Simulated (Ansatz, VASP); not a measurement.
Two plane-wave programs on TiO2

```
Ti O
1.0
    -1.88489    1.88489    4.77587
     1.88489   -1.88489    4.77587
     1.88489    1.88489   -4.77587
Ti O
2 4
Direct
  0.00000 0.00000 0.00000
  0.75000 0.25000 0.50000
  0.20753 0.20753 0.00000
  0.95753 0.45753 0.50000
  0.54247 0.04247 0.50000
  0.79247 0.79247 0.00000
```

Alike in both runs: functional PBEsol; k mesh 12 × 12 × 12; no spin polarisation.

Ansatz relaxed the structure, and its values are those at the end. VASP's run is a single point on that final structure, the one shown.

```csv
,VASP,Ansatz
version,VASP 6.6.1,Ansatz 0.2.0
potentials or method,"VASP PAW PBE potentials, release 64 (Ti_sv, O), cutoff 520 eV","scalar-relativistic, plane waves, PAW"
occupations,"gaussian, width 0.01 eV",fixed
valence electrons in the cell,48,48
```

```csv
,VASP,Ansatz,Ansatz less VASP
gap on the k mesh at the Fermi level (eV),2.09,2.11,+0.025
least direct gap on the mesh (eV),2.42,2.44,+0.021
pressure (GPa),0.7,0.0,-0.70
rms of the force components (eV/Å),0.009,0.000,-0.0093
```

VASP's potentials were made for PBE, not for PBEsol.
